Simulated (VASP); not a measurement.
# BaO: relaxation of cell and atoms with PBE

The system is BaO.

```xyz
2
Lattice="0.0000 2.7695 2.7695 2.7695 0.0000 2.7695 2.7695 2.7695 0.0000" Properties=species:S:1:pos:R:3 pbc="T T T"
Ba    0.0000    0.0000    0.0000
O     2.7695    2.7695    2.7695
```

```yaml
Program: VASP 6.6.1
Task: relaxation of cell and atoms
Functional: PBE
Potentials_or_basis: VASP PAW PBE potentials, release 64 (Ba_sv, O)
Cutoff: 600 eV
k_mesh: 8 × 8 × 8
Occupations: gaussian, width 0.02 eV
Spin: no spin polarisation
Dipole_correction: no
Further_INCAR_settings: ALGO = Normal; EDIFF = 1e-07; IBRION = 2; EDIFFG = -0.002; NSW = 100; ISIF = 3
```

```yaml
Relaxed_volume: 22.11 Å³/atom
Relaxed_cell: a = 3.969 Å, b = 3.969 Å, c = 3.969 Å, α = 60.00°, β = 60.00°, γ = 60.00°
Space_group_after_relaxing_to_0.1_Å: Fm-3m (No. 225)
Energy_gained_by_relaxing: 7.7 meV/atom
Ionic_steps: 3
Pressure_after_relaxing: 0.0 GPa
Band_gap_on_the_k_mesh: 2.10 eV
```

The path:
| step | energy change (eV) | largest force (eV/Å) | pressure (GPa) | volume (Å³) |
| --- | --- | --- | --- | --- |
| 1 | 0.0000 | 0.0000 | 2.98 | 42.48 |
| 2 | -0.0129 | 0.0000 | -1.08 | 44.96 |
| 3 | -0.0155 | 0.0000 | 0.00 | 44.21 |

Final structure:
```xyz
2
Lattice="0.0000 2.8065 2.8065 2.8065 0.0000 2.8065 2.8065 2.8065 0.0000" Properties=species:S:1:pos:R:3 pbc="T T T"
Ba    0.0000    0.0000    0.0000
O     2.8065    2.8065    2.8065
```

Levels at points of the mesh, in eV from the valence-band top:
| k point | band 6 | band 7 | band 8 | band 9 | band 10 | band 11 |
| --- | --- | --- | --- | --- | --- | --- |
| (0.00, 0.00, 0.00) | -0.24 | -0.24 | -0.24 | 3.38 | 4.70 | 4.70 |
| (0.50, 0.00, 0.00) | -1.84 | -1.30 | -1.30 | 4.88 | 7.04 | 7.04 |
| (0.50, 0.50, 0.00) | -0.10 | -0.10 | 0.00 | 2.10 | 5.82 | 8.71 |

Wall time 53 s on 1 thread of Intel Xeon 8259CL (shared host), peak memory 0.19 GiB.

Caveat: spin-orbit coupling is left out, which moves the levels of the heavy elements. A k mesh can miss the band edges.
